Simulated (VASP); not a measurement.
# C8F: single point with PBE+D3(BJ)

Slab: C8F, a slab with vacuum.

```
C F
1.0
     2.46498    0.00000    0.00000
    -1.23249    2.13474    0.00000
     0.00000    0.00000   29.10765
C F
8 1
Direct
  0.00000 0.00000 0.29202
  0.66667 0.33333 0.29202
  0.00000 0.00000 0.40777
  0.33333 0.66667 0.40777
  0.00000 0.00000 0.52342
  0.66667 0.33333 0.52345
  0.00000 0.00000 0.65287
  0.33333 0.66667 0.64197
  0.00000 0.00000 0.70368
```

```json
{"Program": "VASP 6.6.1", "Task": "single point", "Functional": "PBE", "Dispersion": "D3(BJ)", "Potentials or basis": "VASP PAW PBE potentials, release 64 (C, F)", "Cutoff": "520 eV", "k mesh": "12 × 12 × 1", "Occupations": "gaussian, width 0.1 eV", "Spin": "no spin polarisation", "Dipole correction": "yes", "Further INCAR settings": "ALGO = Normal; EDIFF = 1e-07; NBANDS = 30"}
```

```json
{
 "Largest force": "0.231 eV/Å",
 "Dispersion energy per atom": "-0.127 eV"
}
```

Forces on the atoms (eV/Å):
```
C    0.000  0.000  0.008
C    0.000  0.000 -0.012
C    0.000  0.000  0.001
C    0.000  0.000  0.000
C    0.000  0.000  0.006
C    0.000  0.000 -0.002
C    0.000  0.000 -0.217
C    0.000  0.000 -0.014
F    0.000  0.000  0.231
```

Levels at points of the mesh, in eV from the Fermi level:
```csv
k point,band 17,band 18,band 19,band 20,band 21,band 22
"(0.00, 0.00, 0.00)",-2.97,-1.73,-0.65,-0.65,3.58,4.87
"(0.50, 0.00, 0.00)",-2.33,-2.12,-1.65,0.15,1.54,1.74
```

Run time: 91 s on 1 thread of Intel(R) Xeon(R) 6975P-C (Granite Rapids) (shared host), peak memory 0.28 GiB.

Caveat: an odd number of electrons without spin polarisation forces a metal; a magnetic or distorted state may lie lower.
